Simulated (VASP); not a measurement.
Ta16H, 17 atoms in the cell. The cell holds a slab with vacuum, 17 atoms: a = 6.638 Å, b = 6.638 Å, c = 20.300 Å, α = 90.00°, β = 90.00°, γ = 90.00°. 

| Item | Value |
| --- | --- |
| Program | VASP 6.6.1 |
| Task | single point |
| Functional | PBE |
| Potentials or basis | VASP PAW PBE potentials, release 64 (Ta_pv, H) |
| Cutoff | 400 eV |
| k mesh | 4 × 4 × 1, shifted |
| Occupations | gaussian, width 0.1 eV |
| Spin | no spin polarisation |
| Dipole correction | yes |
| Further INCAR settings | ALGO = Normal; EDIFF = 1e-06; NBANDS = 102; NELMDL = -8 |

Potentials or basis: VASP PAW PBE potentials, release 64 (Ta_pv, H).

Run with:

```sh
$ cat potpaw_PBE.64/Ta_pv/POTCAR potpaw_PBE.64/H/POTCAR > POTCAR
$ mpirun -np 1 vasp_std > vasp.out
```

Hardware: 1 thread of Intel Xeon 8259CL, with other jobs on the host.

Q: How long does it take, and how much memory?

A: Run time: 54 min on 1 thread of Intel Xeon 8259CL, on a shared host, peak memory 0.83 GiB. Counts: scf iterations 38, k points 8.
